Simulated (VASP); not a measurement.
# Si (Fd-3m) in VASP: further runs

Runs on Si. Level: PBE. Tasks: single point, relaxation of cell and atoms.

Program: VASP 6.6.1. These are calculated values, not measurements. Logs are shortened: lines on timing, memory, paths and dates and some standing lists are left out, and cuts for length are marked.

**1. The cell of the first run**

Symmetry: Fd-3m, No. 227, cubic system. Conventional cell: a = 5.470 Å, b = 5.470 Å, c = 5.470 Å, α = 90.00°, β = 90.00°, γ = 90.00°. Within 3.1 Å of Si (site symmetry -43m) lie 4 Si at 2.37 Å.

**2. Single point, PBE**

File INCAR:

```
ALGO     = Normal         # electronic algorithm
EDIFF    = 1E-6           # SCF threshold, eV
ENCUT    = 520            # plane-wave cutoff, eV
GGA      = PE             # functional
ISIF     = 2              # what is computed and relaxed
ISMEAR   = 0              # smearing method
LASPH    = True           # aspherical terms in the spheres
LCHARG   = True           # write CHGCAR
LELF     = True           # ELF
LREAL    = False          # projectors in reciprocal space
LVHAR    = True         
LWAVE    = False          # write WAVECAR
NBANDS   = 11             # bands
NELM     = 80             # most SCF steps
PREC     = Accurate       # precision mode
SIGMA    = 0.02           # smearing width, eV
```

File KPOINTS:

```
k-points
0
Gamma
  10 10 10
```

File POSCAR:

```
Si
1.0
    0.0000000000      2.7347606277      2.7347606277
    2.7347606277      0.0000000000      2.7347606277
    2.7347606277      2.7347606277      0.0000000000
Si
2
Direct
    0.5000000000      0.5000000000      0.5000000000
    0.7500000000      0.7500000000      0.7500000000
```

Potentials or basis: VASP PAW PBE potentials, release 64 (Si).

The run is started by

```bash
cat potpaw_PBE.64/Si/POTCAR > POTCAR
mpirun -np 1 vasp_std > vasp.out
```

OUTCAR:

```text
EDIFF = 1E-6
   ENCUT = 520
   GGA = PE
   ISIF = 2
   ISMEAR = 0
   LASPH = True
   LREAL = False
   NELM = 80
   PREC = Accurate

 ion  position               nearest neighbor table
   1  0.500  0.500  0.500-   2 2.37   2 2.37   2 2.37   2 2.37
   2  0.750  0.750  0.750-   1 2.37   1 2.37   1 2.37   1 2.37

  LATTYP: Found a face centered cubic cell.
 ALAT       =     5.4695212554

  Lattice vectors:

 A1 = (   0.0000000000,   2.7347606277,   2.7347606277)
 A2 = (   2.7347606277,   0.0000000000,   2.7347606277)
 A3 = (   2.7347606277,   2.7347606277,   0.0000000000)

Analysis of symmetry for initial positions (statically):
=====================================================================
 Subroutine PRICEL returns:
 Original cell was already a primitive cell.

 Routine SETGRP: Setting up the symmetry group for a
 face centered cubic supercell.

 Subroutine GETGRP returns: Found 48 space group operations
 (whereof 24 operations were pure point group operations)
 out of a pool of 48 trial point group operations.

The static configuration has the point symmetry T_d .
 The point group associated with its full space group is O_h .

Analysis of symmetry for dynamics (positions and initial velocities):
=====================================================================
 Subroutine PRICEL returns:
 Original cell was already a primitive cell.

 Routine SETGRP: Setting up the symmetry group for a
 face centered cubic supercell.

 Subroutine GETGRP returns: Found 48 space group operations
 (whereof 24 operations were pure point group operations)
 out of a pool of 48 trial point group operations.

The dynamic configuration has the point symmetry T_d .
 The point group associated with its full space group is O_h .

 Subroutine INISYM returns: Found 48 space group operations
 (whereof 24 operations are pure point group operations),
 and found     1 'primitive' translations

----------------------------------------------------------------------------------------

                                     Primitive cell

  volume of cell :      40.9061

  direct lattice vectors                    reciprocal lattice vectors
     0.000000000  2.734760628  2.734760628    -0.182831358  0.182831358  0.182831358
     2.734760628  0.000000000  2.734760628     0.182831358 -0.182831358  0.182831358
     2.734760628  2.734760628  0.000000000     0.182831358  0.182831358 -0.182831358

  length of vectors
     3.867535570  3.867535570  3.867535570     0.316673202  0.316673202  0.316673202

  position of ions in fractional coordinates (direct lattice)
     0.500000000  0.500000000  0.500000000
     0.750000000  0.750000000  0.750000000

  ion indices of the primitive-cell ions
   primitive index   ion index
                 1           1
                 2           2

----------------------------------------------------------------------------------------

 KPOINTS: k-points

Automatic generation of k-mesh.
 Grid dimensions read from file:
 generate k-points for:   10   10   10

 Generating k-lattice:

  Cartesian coordinates                     Fractional coordinates (reciprocal lattice)
    -0.018283136  0.018283136  0.018283136     0.100000000  0.000000000  0.000000000
     0.018283136 -0.018283136  0.018283136     0.000000000  0.100000000  0.000000000
     0.018283136  0.018283136 -0.018283136     0.000000000  0.000000000  0.100000000

  Length of vectors
     0.031667320  0.031667320  0.031667320

  Shift w.r.t. Gamma in fractional coordinates (k-lattice)
     0.000000000  0.000000000  0.000000000

 Subroutine IBZKPT returns following result:
 ===========================================

 Found     47 irreducible k-points:

 Following reciprocal coordinates:
            Coordinates               Weight
  0.000000  0.000000  0.000000      1.000000
  0.100000  0.000000  0.000000      8.000000
  0.200000  0.000000  0.000000      8.000000
  0.300000  0.000000  0.000000      8.000000
  0.400000  0.000000  0.000000      8.000000
  0.500000  0.000000  0.000000      4.000000
[... 16 lines left out ...]
  0.300000  0.300000  0.000000      6.000000
  0.400000  0.300000  0.000000     24.000000
 [... further k-points ...]
   k-points           NKPTS =     47   k-points in BZ     NKDIM =     47   number of bands    NBANDS=     11
   number of dos      NEDOS =    301   number of ions     NIONS =      2
   total plane-waves  NPLWV =  27000
   dimension x,y,z NGX =    30 NGY =   30 NGZ =   30
   dimension x,y,z NGXF=    60 NGYF=   60 NGZF=   60
   ions per type =               2
   NGX,Y,Z   is equivalent  to a cutoff of  12.90, 12.90, 12.90 a.u.
   NGXF,Y,Z  is equivalent  to a cutoff of  25.79, 25.79, 25.79 a.u.
 SYSTEM =  unknown system
   PREC   = accura    normal or accurate (medium, high low for compatibility)
   ISTART =      0    job   : 0-new  1-cont  2-samecut
   ICHARG =      2    charge: 1-file 2-atom 10-const
   ISPIN  =      1    spin polarized calculation?
   LNONCOLLINEAR =      F non collinear calculations
   LSORBIT =      F    spin-orbit coupling
   LASPH  =      T    aspherical Exc in radial PAW
   ENCUT  =  520.0 eV  38.22 Ry    6.18 a.u.   7.19  7.19  7.19*2*pi/ulx,y,z
   NELM   =     80;   NELMIN=  2; NELMDL= -5     # of ELM steps
   EDIFF  = 0.1E-05   stopping-criterion for ELM
   LREAL  =      F    real-space projection
   EDIFFG = 0.1E-04   stopping-criterion for IOM
   NSW    =      0    number of steps for IOM
   IBRION =     -1    ionic relax: 0-MD 1-quasi-New 2-CG
   NFREE  =      0    steps in history (QN), initial steepest desc. (CG)
   ISIF   =      2    stress and relaxation
   ISYM   =      2    0-nonsym 1-usesym 2-fastsym
   POTIM  = 0.5000    time-step for ionic-motion
   TEBEG  =    0.0;   TEEND  =   0.0 temperature during run
   PSTRESS=    0.0 pullay stress
   NELECT =       8.0000    total number of electrons
   NUPDOWN=      -1.0000    fix difference up-down
   EMIN   =  10.00;   EMAX   =-10.00  energy-range for DOS
   EFERMI =   0.00;   METHOD = LEGACY
   ISMEAR =     0;   SIGMA  =   0.02  broadening in eV -4-tet -1-fermi 0-gaus
   EFERMI_NEDOS =   21; number of points for ismear=-14 and -15
   IALGO  =     38    algorithm
   IMIX   =      4    mixing-type and parameters
     AMIX     =   0.40;   BMIX     =  1.00
     AMIX_MAG =   1.60;   BMIX_MAG =  1.00
  volume/ion in A,a.u.               =      20.45       138.02
  Fermi-wavevector in a.u.,A,eV,Ry     =   0.950259  1.795730 12.285965  0.902993
  Thomas-Fermi vector in A             =   2.078619
   LORBIT       =      0    0 simple, 1 ext, 2 COOP (PROOUT), +10 PAW based schemes
   GGA     = PE    functional components
   LHFCALC =     F    Hartree Fock is set to
   AEXX    =    0.0000 exact exchange contribution
   IVDW    =     0    specifies the selected vdW correction
   LEPSILON=     F    determine dielectric tensor
   LRPA    =     F    only Hartree local field effects (RPA)
 non-spin polarized calculation
 Gauss-broadening in eV      SIGMA  =   0.02
  energy-cutoff  :      520.00
  volume of cell :       40.91
 maximum number of plane-waves:      1114
 NGX is ok and might be reduce to    30
   NGX = 15   NGY = 15   NGZ = 15

 number of electron       8.0000001 magnetization

 Free energy of the ion-electron system (eV)
  ---------------------------------------------------
  ext. energy  EPLUGINS =         0.00000000
  ---------------------------------------------------
  free energy    TOTEN  =       -10.84920304 eV

  energy without entropy =      -10.84920304  energy(sigma->0) =      -10.84920304

 E-fermi :   5.7122     XC(G=0):  -9.3257

 val. band max:        5.6116591918   @ k =   0.0000   0.0000   0.0000
 cond. band min:       6.2302582560   @ k =   0.4000   0.4000   0.0000
 fundamental gap:      0.6185990642
 Fermi energy:         5.7122005851

 k-point     1 :       0.0000    0.0000    0.0000
  band No.  band energies     occupation
      1      -6.2000      2.00000
      2       5.6117      2.00000
      3       5.6117      2.00000
      4       5.6117      2.00000
      5       8.1685      0.00000
      6       8.1685      0.00000
      7       8.1685      0.00000
      8       8.7405      0.00000
      9      13.3207      0.00000
     10      13.3207      0.00000
     11      13.4872      0.00000

 k-point     2 :       0.1000    0.0000    0.0000
  band No.  band energies     occupation
      1      -6.0715      2.00000
      2       4.4697      2.00000
      3       5.4180      2.00000
      4       5.4180      2.00000
      5       8.1333      0.00000
      6       8.4541      0.00000
      7       8.4541      0.00000
      8       9.7117      0.00000
      9      12.9711      0.00000
     10      12.9711      0.00000
     11      14.0167      0.00000

 k-point     3 :       0.2000    0.0000    0.0000
  band No.  band energies     occupation
      1      -5.6922      2.00000
      2       2.6303      2.00000
      3       5.0444      2.00000
      4       5.0444      2.00000
      5       7.7627      0.00000
      6       8.9558      0.00000
      7       8.9558      0.00000
      8      11.4865      0.00000
      9      12.6605      0.00000
     10      12.6605      0.00000
     11      14.6859      0.00000

 k-point     4 :       0.3000    0.0000    0.0000
  band No.  band energies     occupation
      1      -5.0891      2.00000
      2       0.8729      2.00000
      3       4.7144      2.00000
      4       4.7144      2.00000
      5       7.3991      0.00000
      6       9.1366      0.00000
      7       9.1366      0.00000
      8      13.1091      0.00000
      9      13.1857      0.00000
     10      13.1857      0.00000
     11      14.4324      0.00000

 k-point     5 :       0.4000    0.0000    0.0000
  band No.  band energies     occupation
      1      -4.3597      2.00000
      2      -0.5748      2.00000
      3       4.5046      2.00000
      4       4.5046      2.00000
      5       7.1591      0.00000
      6       9.0325      0.00000
      7       9.0325      0.00000
      8      13.4158      0.00000
      9      14.5473      0.00000
     10      14.5473      0.00000
     11      15.5206      0.00000
[... 211 lines left out ...]
 k-point    21 :      -0.3000    0.2000    0.0000
  band No.  band energies     occupation
      1      -4.1746      2.00000
      2      -0.0471      2.00000
      3       2.2291      2.00000
      4       4.3211      2.00000
      5       8.0518      0.00000
      6      10.1157      0.00000
      7      10.1723      0.00000
      8      12.2271      0.00000
      9      12.4241      0.00000
     10      15.0618      0.00000
     11      17.4310      0.00000

 k-point    22 :      -0.2000    0.2000    0.0000
  band No.  band energies     occupation
      1      -4.8770      2.00000
      2       1.1657      2.00000
      3       2.6798      2.00000
      4       4.7810      2.00000
      5       8.4617      0.00000
      6       9.5767      0.00000
      7       9.8803      0.00000
      8      11.2667      0.00000
      9      11.7437      0.00000
     10      16.2116      0.00000
     11      16.2321      0.00000

 k-point    23 :       0.3000    0.3000    0.0000
  band No.  band energies     occupation
      1      -4.6792      2.00000
      2       1.2078      2.00000
      3       3.4304      2.00000
      4       3.4304      2.00000
      5       6.5017      0.00000
      6       8.0484      0.00000
      7      12.1813      0.00000
      8      12.1813      0.00000
      9      14.5147      0.00000
     10      15.0343      0.00000
     11      17.9264      0.00000

 k-point    24 :       0.4000    0.3000    0.0000
  band No.  band energies     occupation
      1      -4.0782      2.00000
      2       0.2195      2.00000
      3       2.8195      2.00000
      4       3.2289      2.00000
      5       6.6891      0.00000
      6       7.8778      0.00000
      7      12.4648      0.00000
      8      12.6059      0.00000
      9      16.0196      0.00000
     10      16.1481      0.00000
     11      17.6297      0.00000

 [... further k-points ...]

------------------------ aborting loop because EDIFF is reached ----------------------------------------

  FORCE on cell =-STRESS in cart. coord.  units (eV):
  Direction    XX          YY          ZZ          XY          YZ          ZX
  --------------------------------------------------------------------------------------
  -------------------------------------------------------------------------------------
  Total       -0.0105019     -0.0105019     -0.0105019     -0.0000000     -0.0000000      0.0000000
  in kB       -0.4113315     -0.4113315     -0.4113315     -0.0000000     -0.0000000      0.0000000
  external PRESSURE =      -0.4113315 kB  Pullay stress =       0.0000000 kB

 VOLUME and BASIS-vectors are now :
 -----------------------------------------------------------------------------
  energy-cutoff  :      520.00
  volume of cell :       40.91
      direct lattice vectors                 reciprocal lattice vectors
     0.000000000  2.734760628  2.734760628    -0.182831358  0.182831358  0.182831358
     2.734760628  0.000000000  2.734760628     0.182831358 -0.182831358  0.182831358
     2.734760628  2.734760628  0.000000000     0.182831358  0.182831358 -0.182831358

 POSITION                                       TOTAL-FORCE (eV/Angst)
 -----------------------------------------------------------------------------------
      2.73476      2.73476      2.73476         0.000000      0.000000      0.000000
      4.10214      4.10214      4.10214        -0.000000     -0.000000     -0.000000
 -----------------------------------------------------------------------------------
    total drift:                                0.000000     -0.000000     -0.000000

  FREE ENERGIE OF THE ION-ELECTRON SYSTEM (eV)
  ---------------------------------------------------
  free  energy   TOTEN  =       -10.8492030374 eV

  energy  without entropy=      -10.8492030374  energy(sigma->0) =      -10.84920304
```

Wall time 10 s (1 thread of Intel Xeon Platinum 8488C (Sapphire Rapids), shared host); peak memory 0.16 GiB.

What came out:

```
Free energy            : -10.8492 eV
Pressure               : 0.0 GPa
Band gap on the k mesh : 0.62 eV, indirect (least direct gap 2.56 eV)
```

A k mesh can miss the band edges. Expect the measured gap to be larger: semilocal functionals such as PBE lack the derivative discontinuity.

**3. Relaxation of cell and atoms, PBE**

This run uses another cell than the first one, of 20.02 Å³/atom, 0.979 times its volume.

File INCAR:

```
SYSTEM = Si
  PREC = Accurate
  ENCUT = 600
  EDIFF = 1E-7
  ISMEAR = 0
  SIGMA = 0.02
  LREAL = .FALSE.
  LASPH = .TRUE.
  NELM = 100
  ALGO = Normal
  ISIF = 3
  LWAVE = .FALSE.
  LCHARG = .FALSE.
  GGA = PE
  IBRION = 2
  NSW = 100
  EDIFFG = -0.005
```

File KPOINTS:

```
regular mesh
0
G
  10 10 10
  0 0 0
```

File POSCAR:

```
Si
1.0
    0.0000000000      2.7154700000      2.7154700000
    2.7154700000      0.0000000000      2.7154700000
    2.7154700000      2.7154700000      0.0000000000
Si
2
Direct
    0.5000000000      0.5000000000      0.5000000000
    0.7500000000      0.7500000000      0.7500000000
```

Potentials or basis: VASP PAW PBE potentials, release 64 (Si).

The run is started by

```bash
cat potpaw_PBE.64/Si/POTCAR > POTCAR
mpirun -np 1 vasp_std > vasp.out
```

It took 16 s on 1 thread of Intel Xeon Platinum 8488C (Sapphire Rapids), shared host; peak memory 0.17 GiB.

Results (log left out):

- Free energy: -10.8493 eV
- Relaxed volume: 20.44 Å³/atom
- Relaxed cell: a = 3.867 Å, b = 3.867 Å, c = 3.867 Å, α = 60.00°, β = 60.00°, γ = 60.00°
- Space group after relaxing (to 0.05 Å): Fd-3m (No. 227)
- Energy gained by relaxing: 2.5 meV/atom
- Ionic steps: 3
- Pressure after relaxing: 0.0 GPa
- Band gap on the k mesh: 0.62 eV, indirect (least direct gap 2.56 eV)

Step by step:
| step | energy change (eV) | largest force (eV/Å) | pressure (GPa) | volume (Å³) |
| --- | --- | --- | --- | --- |
| 1 | 0.0000 | 0.0000 | 1.94 | 40.05 |
| 2 | -0.0027 | 0.0000 | -1.21 | 41.46 |
| 3 | -0.0050 | 0.0000 | 0.01 | 40.89 |

Final structure:
```
Si
1.0
     0.00000    2.73431    2.73431
     2.73431    0.00000    2.73431
     2.73431    2.73431    0.00000
Si
2
Direct
  0.50000 0.50000 0.50000
  0.75000 0.75000 0.75000
```

Levels at points of the mesh, in eV from the valence-band top:
```
           k point  band 2  band 3  band 4  band 5  band 6  band 7
(0.00, 0.00, 0.00)    0.00    0.00    0.00    2.56    2.56    2.56
(0.50, 0.00, 0.00)   -6.87   -1.18   -1.18    1.47    3.35    3.35
(0.50, 0.50, 0.00)   -7.75   -2.79   -2.79    0.75    0.75    9.94
```

A k mesh can miss the band edges. PBE gaps usually lie below the measured ones, often by a third to a half.
